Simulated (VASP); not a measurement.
A run of VASP 6.6.1 is set up as follows.

The input INCAR:

```
PREC = Accurate
ENCUT = 600
EDIFF = 1E-6
ISMEAR = 0
SIGMA = 0.1
LREAL = False
LASPH = True
NELM = 80
ALGO = Normal
ISIF = 3
LWAVE = False
LCHARG = False
GGA = PE
IBRION = 2
NSW = 90
EDIFFG = -0.04
```

The input KPOINTS:

```
regular mesh
0
Gamma
  6 6 4
```

File POSCAR:

```
Ti5C
1.0
    4.4554616600      0.0000000000      0.0000000000
   -2.2277308300      3.8585429800      0.0000000000
    0.0000000000      0.0000000000      5.8199359100
Ti C
5 1
Direct
    0.3333333300      0.6666666700      0.2616933100
    0.6666666700      0.3333333300      0.2616933100
    0.5000000000      0.0000000000      0.7926523200
    0.0000000000      0.5000000000      0.7926523200
    0.5000000000      0.5000000000      0.7926523200
    0.0000000000      0.0000000000      0.5481461600
```

Potentials or basis: VASP PAW PBE potentials, release 64 (Ti_sv, C).

Command:

```console
$ cat potpaw_PBE.64/Ti_sv/POTCAR potpaw_PBE.64/C/POTCAR > POTCAR
$ mpirun -np 1 vasp_std > vasp.out
```

**Question.** Predict the relaxed volume.

**Answer.** 17.93 Å³/atom.

**Question.** What does it give for the relaxed cell?

**Answer.** a = 4.912 Å, b = 4.912 Å, c = 5.149 Å, α = 90.00°, β = 90.00°, γ = 120.00°.

**Question.** Estimate the space group after relaxing (to 0.1 Å).

**Answer.** P6/mmm (No. 191).

**Question.** What does it give for the band gap on the k mesh?

**Answer.** Zero (bands 32 and 33 overlap by 0.35 eV).

Final structure:
```xyz
6
Lattice="4.9123 0.0000 0.0000 -2.4562 4.2542 0.0000 0.0000 0.0000 5.1491" Properties=species:S:1:pos:R:3 pbc="T T T"
Ti    0.0000    2.8361    1.2550
Ti    2.4562    1.4181    1.2550
Ti    2.4562    0.0000    3.8154
Ti   -1.2281    2.1271    3.8154
Ti    1.2281    2.1271    3.8154
C     0.0000    0.0000    3.8055
```
